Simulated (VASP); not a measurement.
Crystal: BN (ke600).

```
B N
1.0
     2.55394    0.00000    0.00000
    -1.27697    2.21178    0.00000
     0.00000    0.00000    4.22685
B N
2 2
Direct
  0.66667 0.33333 0.99972
  0.33333 0.66667 0.49972
  0.66667 0.33333 0.62528
  0.33333 0.66667 0.12528
```

* Program: VASP 6.6.1
* Task: relaxation of cell and atoms
* Functional: LDA
* Potentials or basis: VASP PAW LDA potentials, release 64 (B, N)
* Cutoff: 600 eV
* k mesh: 9 × 9 × 6
* Occupations: gaussian, width 0.1 eV
* Spin: no spin polarisation

At the start: pressure -13.1 GPa; volume 5.97 Å³/atom.

Problem. How do energy, volume and symmetry change on relaxing?

Solution. Over 3 steps the energy falls by 8.6 meV/atom and the volume is 5.77 Å³/atom (-3.4 %); space group P6_3mc (No. 186, to 0.05 Å).

The path:
```csv
step,energy change (eV),largest force (eV/Å),pressure (GPa),volume (Å³)
1,0.0000,0.0211,-13.15,23.88
2,0.0060,0.0866,15.90,22.22
3,-0.0344,0.0281,-0.12,23.07
```

Final structure:
```
CELL_PARAMETERS angstrom
2.52500 0.00000 0.00000
-1.26250 2.18672 0.00000
0.00000 0.00000 4.17739
ATOMIC_POSITIONS crystal
B 0.66667 0.33333 0.99984
B 0.33333 0.66667 0.49984
N 0.66667 0.33333 0.62516
N 0.33333 0.66667 0.12516
```

Caveat: the relaxation stopped at a loose force limit of 0.05 eV/Å, so its end isn't a converged minimum.
